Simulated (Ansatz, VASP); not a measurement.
## Two plane-wave programs on BeS2

```
Be S
1.0
    -1.56278    1.56278    4.99126
     1.56278   -1.56278    4.99126
     1.56278    1.56278   -4.99126
Be S
1 2
Direct
  0.00000 0.00000 0.00000
  0.60837 0.60837 0.00000
  0.39163 0.39163 0.00000
```

Alike in both runs: task relaxation of cell and atoms; functional PBE; k mesh 20 × 20 × 20; occupations gaussian, width 0.1 eV; no spin polarisation.

|  | VASP | Ansatz |
| --- | --- | --- |
| version | VASP 6.6.1 | Ansatz 0.2.0 |
| potentials or method | VASP PAW PBE potentials, release 64 (Be, S), cutoff 600 eV | scalar-relativistic, plane waves, PAW |
| valence electrons in the cell | 14 | 14 |

VASP gave:

| Property | Result |
| --- | --- |
| gap on the k mesh at the Fermi level, each at its own relaxed structure (eV) | none |
| relaxed volume (Å³/atom) | 16.51 |
| relaxed length of the cell vector where the two differ most in proportion (Å) | 5.540 |

Question: Estimate Ansatz's values.

Answer: gap on the k mesh at the Fermi level, each at its own relaxed structure (eV): none; relaxed volume (Å³/atom): 16.45; relaxed length of the cell vector where the two differ most in proportion (Å): 5.545.

A gap of «none» marks a metal or a gap that the smearing closes.
